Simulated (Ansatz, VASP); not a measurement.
## One calculation of BaTiO3, two programs

```
CELL_PARAMETERS angstrom
4.05176 0.00000 0.00000
0.00000 3.97232 0.00000
0.00000 0.00000 4.11238
ATOMIC_POSITIONS crystal
Ba 0.00000 0.00000 0.99261
Ti 0.50000 0.50000 0.47453
O 0.50000 0.50000 0.03157
O 0.50000 0.00000 0.51464
O 0.00000 0.50000 0.51464
```

Change from the starting cell: strain +0.0200 x Voigt [1, 0, 0, 0, 0, 0], atoms carried along.

Alike in both runs: task single point; functional r2SCAN; k mesh 8 × 8 × 8; occupations gaussian, width 0.05 eV; no spin polarisation.

|  | VASP | Ansatz |
| --- | --- | --- |
| version | VASP 6.6.1 | Ansatz 0.2.0 |
| potentials or method | VASP PAW PBE potentials, release 64 (Ba_sv, Ti_sv, O), cutoff 520 eV | scalar-relativistic, plane waves, PAW |
| valence electrons in the cell | 40 | 40 |

VASP gave:

| Quantity | Value |
| --- | --- |
| gap on the k mesh at the Fermi level (eV) | 2.16 |
| least direct gap on the mesh (eV) | 2.64 |
| pressure (GPa) | -1.4 |
| traceless stress, the component that is largest in VASP (GPa) | -2.44 |
| rms of the force components (eV/Å) | 0.044 |

**Question.** Estimate Ansatz's values.

**Answer.** gap on the k mesh at the Fermi level (eV): 2.18; least direct gap on the mesh (eV): 2.63; pressure (GPa): -3.2; traceless stress, the component that is largest in VASP (GPa): -2.29; rms of the force components (eV/Å): 0.031.

VASP's potentials were made for PBE, not for r2SCAN. Atom by atom the forces differ by 0.062 eV/Å (rms over components). With one functional, cell and mesh, what is left measures potentials, basis and numerics.

Spin-orbit coupling is off throughout.
